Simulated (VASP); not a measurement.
Wanted: the native input for a VASP 6.6.1 run.

| Property | Result |
| --- | --- |
| Task | single point |
| Functional | PBEsol |
| Potentials or basis | VASP PAW PBE potentials, release 64 (C) |
| Cutoff | 520 eV |
| k mesh | 21 × 21 × 6 |
| Occupations | gaussian, width 0.15 eV |
| Spin | no spin polarisation |
| Dipole correction | no |
| Further INCAR settings | ALGO = Normal; EDIFF = 1e-07; NBANDS = 16 |

The structure of C lies in POSCAR:

```
C
1.0
    1.2963177714     -2.1280097110      0.0000000000
    1.2963177714      2.1280097110      0.0000000000
    0.0000000000      0.0000000000      7.3740923053
C
4
Direct
    0.0833216498      0.9166783502      0.7498439858
    0.5833216498      0.4166783502      0.2501560142
    0.9166783502      0.0833216498      0.2501560142
    0.4166783502      0.5833216498      0.7498439858
```

The input as run:

INCAR

```
SYSTEM = C
ALGO = Normal
EDIFF = 1E-7
ENCUT = 520
GGA = PS
ISIF = 2
ISMEAR = 0
LASPH = .TRUE.
LCHARG = .TRUE.
LELF = .TRUE.
LREAL = .FALSE.
LVHAR = .TRUE.
LWAVE = .FALSE.
NBANDS = 16
NELM = 100
PREC = Accurate
SIGMA = 0.15
```

KPOINTS

```
k-points
0
G
  21 21 6
  0 0 0
```

Potentials or basis: VASP PAW PBE potentials, release 64 (C).

Run with:

```sh
$ cat potpaw_PBE.64/C/POTCAR > POTCAR
$ mpirun -np 1 vasp_std > vasp.out
```

Results of the run:

```json
{"Pressure": "-16.7 GPa", "Largest force": "0.407 eV/Å", "Band gap on the k mesh": "0.13 eV"}
```

Caveat: the PAW data sets were made with another functional, which shifts forces and pressure a little; this functional lacks dispersion, which binds the layers, so the pressure and a relaxed spacing across them are unreliable.

It took 4 min on 1 thread of Intel Xeon 6975P-C, with other jobs on the host, peak memory 0.32 GiB.
